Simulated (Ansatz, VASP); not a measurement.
## One calculation of Be7S, two programs

```
Be S
1.0
     3.95000    0.00000    0.00000
    -1.97500    3.42080    0.00000
     0.00000    0.00000    5.21000
Be S
7 1
Cartesian
  -0.6583 1.1402 1.7714
  2.6335 0.0000 3.4386
  -1.3167 2.2806 3.4386
  1.3167 2.2806 1.7714
  1.3165 0.0000 1.7714
  0.6583 1.1402 3.4386
  0.0000 2.2805 0.0000
  0.0000 0.0000 0.0000
```

Alike in both runs: task relaxation of cell and atoms; functional PBE; k mesh 5 × 5 × 3; occupations gaussian, width 0.2 eV; no spin polarisation.

```csv
,VASP,Ansatz
version,VASP 6.6.1,Ansatz 0.2.0
potentials or method,"VASP PAW PBE potentials, release 64 (Be, S), cutoff 600 eV","scalar-relativistic, plane waves, PAW"
valence electrons in the cell,20,20
```

```tsv
	VASP	Ansatz	Ansatz less VASP
gap on the k mesh at the Fermi level, each at its own relaxed structure (eV)	none	none	-
relaxed volume (Å³/atom)	10.09	10.00	-0.098
relaxed cell length with the largest relative difference (Å)	6.635	6.592	-0.0425
```

A gap of «none» marks a metal or a gap that the smearing closes.

The k mesh is coarse, so the values compare programs but aren't converged.
